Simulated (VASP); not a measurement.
**DyW2: relaxation of cell and atoms with PBE**

Crystal: DyW2.

```xyz
3
Lattice="3.2914 0.0000 0.0000 0.0000 3.2914 0.0000 0.0000 0.0000 6.2351" Properties=species:S:1:pos:R:3 pbc="T T T"
Dy    0.0000    0.0000    3.1175
W     1.6457    0.0000    5.6582
W     0.0000    1.6457    0.5768
```

The cell was generated, and may not be a known phase.

* Program: VASP 6.6.1
* Task: relaxation of cell and atoms
* Functional: PBE
* Potentials or basis: VASP PAW PBE potentials, release 64 (Dy_3, W_sv), 4f in core
* Cutoff: 500 eV
* k mesh: 14 × 14 × 8
* Occupations: gaussian, width 0.1 eV
* Spin: no spin polarisation
* Dipole correction: no
* Further INCAR settings: ALGO = Normal; EDIFF = 1e-07; IBRION = 2; EDIFFG = -0.01; NSW = 100; ISIF = 3

* Relaxed volume: 22.60 Å³/atom
* Relaxed cell: a = 3.294 Å, b = 3.294 Å, c = 6.247 Å, α = 90.00°, β = 90.00°, γ = 90.00°
* Space group after relaxing (to 0.1 Å): P-4m2 (No. 115)
* Energy gained by relaxing: 0.1 meV/atom
* Ionic steps: 4
* Pressure after relaxing: 0.0 GPa
* Largest force after relaxing: 0.004 eV/Å
* Band gap on the k mesh: zero (an odd number of electrons rules out a gap without spin polarisation)

Forces on the atoms (eV/Å):
```
Dy   0.000  0.000  0.000
W    0.000  0.000  0.004
W    0.000  0.000 -0.004
```

The path:
| step | energy change (eV) | largest force (eV/Å) | pressure (GPa) | volume (Å³) |
| --- | --- | --- | --- | --- |
| 1 | 0.0000 | 0.0315 | 0.49 | 67.54 |
| 2 | 0.0011 | 0.1272 | -0.91 | 68.21 |
| 3 | -0.0003 | 0.0215 | 0.01 | 67.77 |
| 4 | -0.0004 | 0.0041 | 0.01 | 67.80 |

Final structure:
```cif
data_structure
_symmetry_space_group_name_H-M 'P 1'
_symmetry_Int_Tables_number 1
_cell_length_a 3.2944
_cell_length_b 3.2944
_cell_length_c 6.2473
_cell_angle_alpha 90.000
_cell_angle_beta 90.000
_cell_angle_gamma 90.000
_cell_volume 67.80
loop_
_atom_site_label
_atom_site_type_symbol
_atom_site_fract_x
_atom_site_fract_y
_atom_site_fract_z
_atom_site_occupancy
Dy1 Dy 0.00000 0.00000 0.50000 1
W1 W 0.50000 0.00000 0.90754 1
W2 W 0.00000 0.50000 0.09246 1
```

Levels at points of the mesh, in eV from the Fermi level:
```csv
k point,band 15,band 16,band 17,band 18,band 19,band 20,band 21,band 22
"(0.00, 0.00, 0.00)",-2.80,-1.10,-0.54,0.26,0.26,0.80,0.80,1.32
"(0.50, 0.00, 0.00)",-2.09,-1.96,-1.77,-0.92,-0.02,2.52,2.68,2.98
"(0.50, 0.50, 0.00)",-1.54,-0.57,-0.54,-0.44,-0.13,-0.13,0.71,2.36
"(0.00, 0.00, 0.50)",-2.62,-1.10,-0.59,0.10,0.10,0.34,1.20,1.33
"(0.50, 0.00, 0.50)",-1.83,-1.81,-1.69,-1.10,0.26,1.79,2.58,2.78
"(0.50, 0.50, 0.50)",-1.79,-1.23,-1.21,0.41,0.41,1.59,2.59,2.99
```

Wall time 5.2 min on 1 thread of Intel(R) Xeon(R) Platinum 8488C (Sapphire Rapids) (shared host), peak memory 0.37 GiB.

Caveat: spin-orbit coupling is left out, which moves the levels of the heavy elements; the 4f electrons are frozen in the core, so they carry no moment and show no levels. Spin polarisation is off, so any magnetic state and its effect on volume and gap are missing.
